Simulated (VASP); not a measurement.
Write the native input for VASP 6.6.1 that does the following.

```
Task                   : single point
Functional             : RPBE
Potentials or basis    : VASP PAW PBE potentials, release 64 (Ru_pv)
Cutoff                 : 520 eV
k mesh                 : 6 × 6 × 1
Occupations            : gaussian, width 0.1 eV
Spin                   : no spin polarisation
Dipole correction      : yes
Further INCAR settings : ALGO = Normal; EDIFF = 1e-07; NBANDS = 96
```

The structure of Ru lies in POSCAR:

```
Ru
1.0
    5.4665859230      0.0000000000      0.0000000000
   -2.7332929615      4.7342022813      0.0000000000
    0.0000000000      0.0000000000     21.3165232768
Ru
12
Direct
    0.1666666667      0.3333333333      0.3987517049
    0.1666666667      0.8333333333      0.3987517049
    0.6666666667      0.3333333333      0.3987517049
    0.6666666667      0.8333333333      0.3987517049
    0.3333333333      0.1666666667      0.4964038297
    0.3333333333      0.6666666667      0.4964038297
    0.8333333333      0.1666666667      0.4964038297
    0.8333333333      0.6666666667      0.4964038297
    0.1666666667      0.3333333333      0.5940527645
    0.1666666667      0.8333333333      0.5940527645
    0.6666666667      0.3333333333      0.5940527645
    0.6666666667      0.8333333333      0.5940527645
```

The input as run:

INCAR

```
ALGO     = Normal         # electronic algorithm
DIPOL    = 0.5 0.5 0.496
EDIFF    = 1E-7           # SCF threshold, eV
ENCUT    = 520            # plane-wave cutoff, eV
GGA      = RP             # functional
IDIPOL   = 3            
ISIF     = 2              # what is computed and relaxed
ISMEAR   = 0              # smearing method
LASPH    = True           # aspherical terms in the spheres
LCHARG   = True           # write CHGCAR
LDIPOL   = True         
LELF     = True           # ELF
LREAL    = False          # projectors in reciprocal space
LVACPOTAV= True         
LVHAR    = True         
LWAVE    = False          # write WAVECAR
NBANDS   = 96             # bands
NELM     = 100            # most SCF steps
PREC     = Accurate       # precision mode
SIGMA    = 0.1            # smearing width, eV
```

KPOINTS

```
k-points
0
Gamma
  6 6 1
```

Potentials or basis: VASP PAW PBE potentials, release 64 (Ru_pv).

Run with:

```console
$ cat potpaw_PBE.64/Ru_pv/POTCAR > POTCAR
$ mpirun -np 1 vasp_std > vasp.out
```

Results of the run:

- Largest force: 0.010 eV/Å
- Band gap on the k mesh: zero (band 84 reaches 1.06 eV, above the bottom of band 85 at 0.16 eV)

Caveat: the PAW data sets were made with another functional, which shifts forces and pressure a little.

Run time: 24 min on 1 thread of Intel Xeon 6975P-C, on a shared host, peak memory 0.71 GiB.
